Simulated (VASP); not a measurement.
Runs of VASP 6.6.1 on TeAs2. The structure is tetragonal, space group I4_1/amd (No. 141). The conventional cell has a = 7.113 Å, b = 7.113 Å, c = 5.881 Å, α = 90.00°, β = 90.00°, γ = 90.00°. Within 3.7 Å of Te (site symmetry -4m2) lie 4 As at 2.83 Å. As (site symmetry 2/m) has 2 Te at 2.83 Å and 6 As at 2.91 to 3.56 Å within 3.7 Å. 

```tsv
k mesh	smearing	gap on the mesh (eV)	pressure (GPa)
6 × 6 × 6, shifted	gaussian 0.1 eV	none	-0.6
2 × 2 × 2	gaussian 0.1 eV	none	(a)
8 × 8 × 8	fermi-dirac 0.1 eV	none	-0.6
1 × 1 × 1	gaussian 0.1 eV	-	-15.3
2 × 2 × 2, shifted	gaussian 0.1 eV	0.58	-0.6
```

Alike in all rows: task single point; level PBE; potentials or basis VASP PAW PBE potentials, release 64 (Te, As); no spin polarisation; cell as given; cutoff (eV) 520.

Question: Estimate the missing entries.

Answer: (a) -0.8.

Caveats: some runs use coarse meshes; spin-orbit coupling is left out, which moves the levels of the heavy elements; a shifted mesh leaves out Γ, where band edges can lie (at least some runs).

A k mesh can miss the band edges, and the runs leave out spin-orbit coupling on As, Te.

A gap of «none» marks levels without a gap at the run's occupations.
